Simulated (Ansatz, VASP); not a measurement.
**Al in VASP and in Ansatz**

```xyz
1
Lattice="0.0000 2.0847 2.0240 2.0847 0.0000 2.0240 2.0847 2.0847 0.0000" Properties=species:S:1:pos:R:3 pbc="T T T"
Al    0.0000    0.0000    0.0000
```

Change from the starting cell: strain +0.030 along x and y, +0.000 along z, atoms carried along.

Alike in both runs: task single point; functional PBEsol; dispersion D3(BJ); k mesh 20 × 20 × 20; occupations gaussian, width 0.15 eV; no spin polarisation.

|  | VASP | Ansatz |
| --- | --- | --- |
| version | VASP 6.6.1 | Ansatz 0.2.0 |
| potentials or method | VASP PAW PBE potentials, release 64 (Al), cutoff 520 eV | scalar-relativistic, plane waves, PAW |
| valence electrons in the cell | 3 | 3 |

```csv
,VASP,Ansatz,Ansatz less VASP
gap on the k mesh at the Fermi level (eV),none,none,-
pressure (GPa),-8.3,-8.4,-0.04
"traceless stress, the component that is largest in VASP (GPa)",0.41,0.41,+0.001
```

VASP's potentials were made for PBE, not for PBEsol. A gap of «none» marks a metal or a gap that the smearing closes.
